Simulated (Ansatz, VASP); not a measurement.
**Sr2CuSi3: VASP beside Ansatz**

```
CELL_PARAMETERS angstrom
0.00000 0.00000 3.78701
0.00000 -4.23314 0.00000
6.87324 2.11657 -1.89350
ATOMIC_POSITIONS crystal
Si 0.00000 0.00000 0.00000
Si 0.15470 0.65470 0.30940
Si 0.84530 0.34530 0.69060
Sr 0.35210 0.85210 0.70420
Sr 0.64790 0.14790 0.29580
Cu 0.00000 0.50000 0.00000
```

Alike in both runs: task single point; functional LDA; k mesh 5 × 5 × 5; occupations gaussian, width 0.0182 eV; no spin polarisation.

|  | VASP | Ansatz |
| --- | --- | --- |
| version | VASP 6.6.1 | Ansatz 0.2.0 |
| potentials or method | VASP PAW LDA potentials, release 64 (Si, Sr_sv, Cu), cutoff 520 eV | PAW plane waves |
| valence electrons in the cell | 43 | 51 |

|  | VASP | Ansatz | Ansatz less VASP |
| --- | --- | --- | --- |
| gap on the k mesh at the Fermi level (eV) | none | none | - |
| pressure (GPa) | 23.1 | 22.8 | -0.30 |
| rms of the force components (eV/Å) | 0.111 | 0.110 | -0.0006 |

LDA's correlation is that of Perdew and Zunger in VASP and of Perdew and Wang (1992) in Ansatz. A gap of «none» marks a metal or a gap that the smearing closes. VASP's potentials hold 43 valence electrons a cell and Ansatz's 51, so a difference there can come from the potentials and not from the codes.
